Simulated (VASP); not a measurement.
# PmBi (F-43m) in VASP: single point with PBE+U

Aim: the single point of PmBi with PBE+U.

Program: VASP 6.6.1. These are calculated values, not measurements. Logs are shortened: lines on timing, memory, paths and dates and some standing lists are left out, and cuts for length are marked.

## Step 1: The cell of the first run

It takes space group F-43m (No. 216, cubic). The conventional cell has a = 7.241 Å, b = 7.241 Å, c = 7.241 Å, α = 90.00°, β = 90.00°, γ = 90.00°. Within 4.1 Å of Pm (site symmetry -43m) lie 4 Bi at 3.14 Å. Within 4.1 Å of Bi (site symmetry -43m) lie 4 Pm at 3.14 Å.

## Step 2: Single point, PBE+U, collinear spin, ferromagnetic start

Contents of INCAR:

```
SYSTEM = PmBi
PREC = Accurate
ENCUT = 520
EDIFF = 1E-6
ISMEAR = 0
SIGMA = 0.05
LREAL = .FALSE.
LASPH = .TRUE.
NELM = 150
ALGO = Normal
ISIF = 2
LWAVE = .FALSE.
LCHARG = .FALSE.
ISPIN = 2
MAGMOM = 4.45 0
LORBIT = 11
LMAXMIX = 6
LDAU = .TRUE.
LDAUTYPE = 2
LDAUL = 3 -1
LDAUU = 6 0
LDAUJ = 0 0
LDAUPRINT = 1
GGA = PE
NBANDS = 26
```

Contents of KPOINTS:

```
regular mesh
0
G
  8 8 8
  0 0 0
```

Contents of POSCAR:

```
PmBi
1.0
    0.0000000000      3.6206120094      3.6206120094
    3.6206120094      0.0000000000      3.6206120094
    3.6206120094      3.6206120094      0.0000000000
Pm Bi
1 1
Direct
    0.0000000000      0.0000000000      0.0000000000
    0.2500000000      0.2500000000      0.2500000000
```

Potentials or basis: VASP PAW PBE potentials, release 64 (Pm, Bi_d).

Run with:

```
$ cat potpaw_PBE.64/Pm/POTCAR potpaw_PBE.64/Bi_d/POTCAR > POTCAR
$ mpirun -np 1 vasp_std > vasp.out
```

OUTCAR:

```text
SYSTEM = PmBi
   PREC = Accurate
   ENCUT = 520
   EDIFF = 1E-6
   ISMEAR = 0
   LREAL = .FALSE.
   LASPH = .TRUE.
   NELM = 150
   ISIF = 2
   ISPIN = 2
   LORBIT = 11
   GGA = PE

 ion  position               nearest neighbor table
   1  0.000  0.000  0.000-   2 3.14   2 3.14   2 3.14   2 3.14
   2  0.250  0.250  0.250-   1 3.14   1 3.14   1 3.14   1 3.14

  LATTYP: Found a face centered cubic cell.
 ALAT       =     7.2412240188

  Lattice vectors:

 A1 = (   0.0000000000,   3.6206120094,   3.6206120094)
 A2 = (   3.6206120094,   0.0000000000,   3.6206120094)
 A3 = (   3.6206120094,   3.6206120094,   0.0000000000)

Analysis of symmetry for initial positions (statically):
=====================================================================
 Subroutine PRICEL returns:
 Original cell was already a primitive cell.

 Routine SETGRP: Setting up the symmetry group for a
 face centered cubic supercell.

 Subroutine GETGRP returns: Found 24 space group operations
 (whereof 24 operations were pure point group operations)
 out of a pool of 48 trial point group operations.

The static configuration has the point symmetry T_d .

Analysis of symmetry for dynamics (positions and initial velocities):
=====================================================================
 Subroutine PRICEL returns:
 Original cell was already a primitive cell.

 Routine SETGRP: Setting up the symmetry group for a
 face centered cubic supercell.

 Subroutine GETGRP returns: Found 24 space group operations
 (whereof 24 operations were pure point group operations)
 out of a pool of 48 trial point group operations.

The dynamic configuration has the point symmetry T_d .

Analysis of structural, dynamic, and magnetic symmetry:
=====================================================================
 Subroutine PRICEL returns:
 Original cell was already a primitive cell.

 Routine SETGRP: Setting up the symmetry group for a
 face centered cubic supercell.

 Subroutine GETGRP returns: Found 24 space group operations
 (whereof 24 operations were pure point group operations)
 out of a pool of 48 trial point group operations.

The overall configuration has the point symmetry T_d .

 Subroutine INISYM returns: Found 24 space group operations
 (whereof 24 operations are pure point group operations),
 and found     1 'primitive' translations

----------------------------------------------------------------------------------------

                                     Primitive cell

  volume of cell :      94.9240

  direct lattice vectors                    reciprocal lattice vectors
     0.000000000  3.620612009  3.620612009    -0.138098200  0.138098200  0.138098200
     3.620612009  0.000000000  3.620612009     0.138098200 -0.138098200  0.138098200
[... 110 lines left out ...]
 LDA+U is selected, type is set to LDAUTYPE =  2
   angular momentum for each species LDAUL =     3   -1
   U (eV)           for each species LDAUU =   6.0  0.0
   J (eV)           for each species LDAUJ =   0.0  0.0
   GGA     = PE    functional components
   LHFCALC =     F    Hartree Fock is set to
   AEXX    =    0.0000 exact exchange contribution
   IVDW    =     0    specifies the selected vdW correction
   LEPSILON=     F    determine dielectric tensor
   LRPA    =     F    only Hartree local field effects (RPA)
 spin polarized calculation
 Gauss-broadening in eV      SIGMA  =   0.05
  energy-cutoff  :      520.00
  volume of cell :       94.92
 maximum number of plane-waves:      2637
 NGX is ok and might be reduce to    40
   NGX = 19   NGY = 19   NGZ = 19

atom =   1  type =  1  l = 3

 onsite density matrix

spin component  1

  0.3863 -0.0000 -0.4628 -0.0000  0.0000 -0.0000  0.0000
 -0.0000  0.9830  0.0000  0.0000  0.0000 -0.0000  0.0000
 -0.4628  0.0000  0.6252  0.0000  0.0000 -0.0000 -0.0000
 -0.0000  0.0000  0.0000  0.0278  0.0000  0.0000  0.0000
  0.0000  0.0000  0.0000  0.0000  0.6252 -0.0000  0.4628
 -0.0000 -0.0000 -0.0000  0.0000 -0.0000  0.9837 -0.0000
  0.0000  0.0000 -0.0000  0.0000  0.4628 -0.0000  0.3863

spin component  2

  0.0030  0.0000  0.0003  0.0000 -0.0000  0.0000 -0.0000
  0.0000  0.0028 -0.0000 -0.0000  0.0000 -0.0000  0.0000
  0.0003 -0.0000  0.0029  0.0000  0.0000  0.0000 -0.0000
  0.0000 -0.0000  0.0000  0.0032 -0.0000 -0.0000  0.0000
 -0.0000  0.0000  0.0000 -0.0000  0.0029 -0.0000 -0.0003
  0.0000 -0.0000  0.0000 -0.0000 -0.0000  0.0027  0.0000
 -0.0000  0.0000 -0.0000  0.0000 -0.0003  0.0000  0.0030

 occupancies and eigenvectors

  o =  0.0027  v =  0.0000  0.0000  0.0000  0.0000  0.0000  0.0000  0.0000 -0.0000  0.0000  0.0000 -0.0000 -0.0001 -1.0000 -0.0000      0.0000  0.0000  0.0000  0.0000  0.0000  0.0000  0.0000  0.0000  0.0000  0.0000  0.0000  0.0000  0.0000  0.0000
  o =  0.0027  v =  0.0000  0.0000  0.0000  0.0000  0.0000  0.0000  0.0000  0.6124 -0.0000 -0.7906 -0.0000  0.0015 -0.0000  0.0011      0.0000  0.0000  0.0000  0.0000  0.0000  0.0000  0.0000  0.0000  0.0000  0.0000  0.0000  0.0000  0.0000  0.0000
  o =  0.0027  v =  0.0000  0.0000  0.0000  0.0000  0.0000  0.0000  0.0000  0.0011 -0.0000 -0.0015 -0.0000 -0.7906  0.0001 -0.6124      0.0000  0.0000  0.0000  0.0000  0.0000  0.0000  0.0000  0.0000  0.0000  0.0000  0.0000  0.0000  0.0000  0.0000
  o =  0.0028  v =  0.0000  0.0000  0.0000  0.0000  0.0000  0.0000  0.0000  0.0000  1.0000 -0.0000 -0.0000 -0.0000  0.0000 -0.0000      0.0000  0.0000  0.0000  0.0000  0.0000  0.0000  0.0000  0.0000  0.0000  0.0000  0.0000  0.0000  0.0000  0.0000
  o =  0.0032  v =  0.0000  0.0000  0.0000  0.0000  0.0000  0.0000  0.0000  0.0000 -0.0000  0.0000 -1.0000  0.0000  0.0000 -0.0000      0.0000  0.0000  0.0000  0.0000  0.0000  0.0000  0.0000  0.0000  0.0000  0.0000  0.0000  0.0000  0.0000  0.0000
  o =  0.0032  v =  0.0000  0.0000  0.0000  0.0000  0.0000  0.0000  0.0000  0.0000  0.0000  0.0000 -0.0000 -0.6124  0.0000  0.7906      0.0000  0.0000  0.0000  0.0000  0.0000  0.0000  0.0000  0.0000  0.0000  0.0000  0.0000  0.0000  0.0000  0.0000
  o =  0.0032  v =  0.0000  0.0000  0.0000  0.0000  0.0000  0.0000  0.0000  0.7906 -0.0000  0.6124  0.0000  0.0000  0.0000 -0.0000      0.0000  0.0000  0.0000  0.0000  0.0000  0.0000  0.0000  0.0000  0.0000  0.0000  0.0000  0.0000  0.0000  0.0000
  o =  0.0278  v =  0.0000 -0.0000  0.0000  0.9999  0.0089  0.0000 -0.0114  0.0000  0.0000  0.0000  0.0000  0.0000  0.0000  0.0000      0.0000  0.0000  0.0000  0.0000  0.0000  0.0000  0.0000  0.0000  0.0000  0.0000  0.0000  0.0000  0.0000  0.0000
  o =  0.0278  v =  0.7906 -0.0000  0.6124  0.0000 -0.0013  0.0000  0.0017  0.0000  0.0000  0.0000  0.0000  0.0000  0.0000  0.0000      0.0000  0.0000  0.0000  0.0000  0.0000  0.0000  0.0000  0.0000  0.0000  0.0000  0.0000  0.0000  0.0000  0.0000
  o =  0.0278  v =  0.0017  0.0000  0.0013 -0.0145  0.6123  0.0000 -0.7905  0.0000  0.0000  0.0000  0.0000  0.0000  0.0000  0.0000      0.0000  0.0000  0.0000  0.0000  0.0000  0.0000  0.0000  0.0000  0.0000  0.0000  0.0000  0.0000  0.0000  0.0000
  o =  0.9830  v =  0.0000  1.0000  0.0000 -0.0000  0.0000  0.0000  0.0000  0.0000  0.0000  0.0000  0.0000  0.0000  0.0000  0.0000      0.0000  0.0000  0.0000  0.0000  0.0000  0.0000  0.0000  0.0000  0.0000  0.0000  0.0000  0.0000  0.0000  0.0000
  o =  0.9837  v =  0.0000 -0.0000  0.0000 -0.0000  0.7906  0.0010  0.6124  0.0000  0.0000  0.0000  0.0000  0.0000  0.0000  0.0000      0.0000  0.0000  0.0000  0.0000  0.0000  0.0000  0.0000  0.0000  0.0000  0.0000  0.0000  0.0000  0.0000  0.0000
  o =  0.9837  v = -0.6124 -0.0000  0.7906  0.0000 -0.0000  0.0000  0.0000  0.0000  0.0000  0.0000  0.0000  0.0000  0.0000  0.0000      0.0000  0.0000  0.0000  0.0000  0.0000  0.0000  0.0000  0.0000  0.0000  0.0000  0.0000  0.0000  0.0000  0.0000
  o =  0.9837  v =  0.0000 -0.0000 -0.0000 -0.0000 -0.0008  1.0000 -0.0006  0.0000  0.0000  0.0000  0.0000  0.0000  0.0000  0.0000      0.0000  0.0000  0.0000  0.0000  0.0000  0.0000  0.0000  0.0000  0.0000  0.0000  0.0000  0.0000  0.0000  0.0000

 number of electron      29.9999996 magnetization       4.0010904

 Free energy of the ion-electron system (eV)
  ---------------------------------------------------
  ext. energy  EPLUGINS =         0.00000000
  ---------------------------------------------------
  free energy    TOTEN  =       -10.78267922 eV

  energy without entropy =      -10.78267887  energy(sigma->0) =      -10.78267905

 E-fermi :   2.9779     XC(G=0):  -8.0542

 val. band max:        2.8427214616   @ k =   0.5000   0.5000   0.0000
 cond. band min:       3.1297870043   @ k =   0.5000   0.0000   0.0000
 fundamental gap:      0.2870655426
 Fermi energy:         2.9778506864

 spin component 1

 k-point     1 :       0.0000    0.0000    0.0000
  band No.  band energies     occupation
      1     -37.2055      1.00000
      2     -18.1861      1.00000
      3     -18.1861      1.00000
      4     -18.1861      1.00000
      5     -18.0451      1.00000
      6     -18.0451      1.00000
[... 1385 lines left out ...]
     25       7.4442      0.00000
     26       8.1925      0.00000

 [... further k-points ...]
[... 5 lines left out ...]
  --------------------------------------------------------------------------------------
  -------------------------------------------------------------------------------------
  Total        0.0605173      0.0605173      0.0605173      0.0000000     -0.0000000      0.0000000
  in kB        1.0214424      1.0214424      1.0214424      0.0000000     -0.0000000      0.0000000
  external PRESSURE =       1.0214424 kB  Pullay stress =       0.0000000 kB

 VOLUME and BASIS-vectors are now :
 -----------------------------------------------------------------------------
  energy-cutoff  :      520.00
  volume of cell :       94.92
      direct lattice vectors                 reciprocal lattice vectors
     0.000000000  3.620612009  3.620612009    -0.138098200  0.138098200  0.138098200
     3.620612009  0.000000000  3.620612009     0.138098200 -0.138098200  0.138098200
     3.620612009  3.620612009  0.000000000     0.138098200  0.138098200 -0.138098200

 POSITION                                       TOTAL-FORCE (eV/Angst)
 -----------------------------------------------------------------------------------
      0.00000      0.00000      0.00000         0.000000      0.000000      0.000000
      1.81031      1.81031      1.81031        -0.000000     -0.000000     -0.000000
 -----------------------------------------------------------------------------------
    total drift:                                0.000000      0.000000      0.000000

  FREE ENERGIE OF THE ION-ELECTRON SYSTEM (eV)
  ---------------------------------------------------
  free  energy   TOTEN  =       -10.7826792182 eV

  energy  without entropy=      -10.7826788745  energy(sigma->0) =      -10.78267905

 total charge

# of ion       s       p       d       f       tot
--------------------------------------------------
    1        2.019   5.551   0.548   4.035  12.153
    2        1.432   1.752   9.869   0.000  13.054
--------------------------------------------------
tot          3.452   7.303  10.417   4.035  25.207

 magnetization (x)

# of ion       s       p       d       f       tot
--------------------------------------------------
    1       -0.010   0.004   0.052   3.994   4.040
    2       -0.004  -0.066   0.001   0.000  -0.069
--------------------------------------------------
tot         -0.014  -0.062   0.053   3.994   3.971
```

Wall time 12 min (1 thread of Intel Xeon 8259CL, shared host); peak memory 0.37 GiB.

What came out:

```yaml
Free_energy: -10.7827 eV
Pressure: 0.1 GPa
Band_gap_on_the_k_mesh: 0.29 eV, indirect (least direct gap 0.32 eV)
Net_moment: 4.00 μB per cell
Site_moments: Pm +4.04; Bi -0.07 μB
Valence_electrons_inside_the_program's_atomic_spheres: Pm 12.15; Bi 13.05
```

Eigenvalues of the final occupation matrices:
| site | spin | trace | eigenvalues |
| --- | --- | --- | --- |
| site 1 f | 1 | 4.02 | 0.03 0.03 0.03 0.98 0.98 0.98 0.98 |
| site 1 f | 2 | 0.02 | 0.00 0.00 0.00 0.00 0.00 0.00 0.00 |

Caveat: the magnetic or orbital state may not be the lowest; spin-orbit coupling is left out, which moves the levels of the heavy elements; the U is typed as a test and isn't derived for this compound. A k mesh can miss the band edges.
